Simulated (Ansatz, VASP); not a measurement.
## Ru in VASP and in Ansatz

```
Ru
1.0
     4.10348    0.00000    0.00000
    -2.05174    3.55372    0.00000
     0.00000    0.00000    4.68887
Ru
4
Direct
  0.00000 0.00000 0.25000
  0.00000 0.00000 0.75000
  0.33333 0.66667 0.75000
  0.66667 0.33333 0.25000
```

Alike in both runs: functional PBEsol; k mesh 15 × 15 × 10; occupations gaussian, width 0.1 eV; no spin polarisation.

Ansatz relaxed the structure, and its values are those at the end. VASP's run is a single point on that final structure, the one shown.

```csv
,VASP,Ansatz
version,VASP 6.6.1,Ansatz 0.2.0
potentials or method,"VASP PAW PBE potentials, release 64 (Ru_pv), cutoff 520 eV","scalar-relativistic, plane waves, PAW"
valence electrons in the cell,56,64
```

Ansatz gave:

* gap on the k mesh at the Fermi level (eV): none
* pressure (GPa): 0.0

Question: What did VASP give for the same quantities?

Answer: gap on the k mesh at the Fermi level (eV): none; pressure (GPa): 0.3.

VASP's potentials were made for PBE, not for PBEsol. A gap of «none» marks a metal or a gap that the smearing closes. The functional is the same, so the differences come from potentials, cutoffs and numerics. VASP's potentials hold 56 valence electrons a cell and Ansatz's 64, so a difference there can come from the potentials and not from the codes.
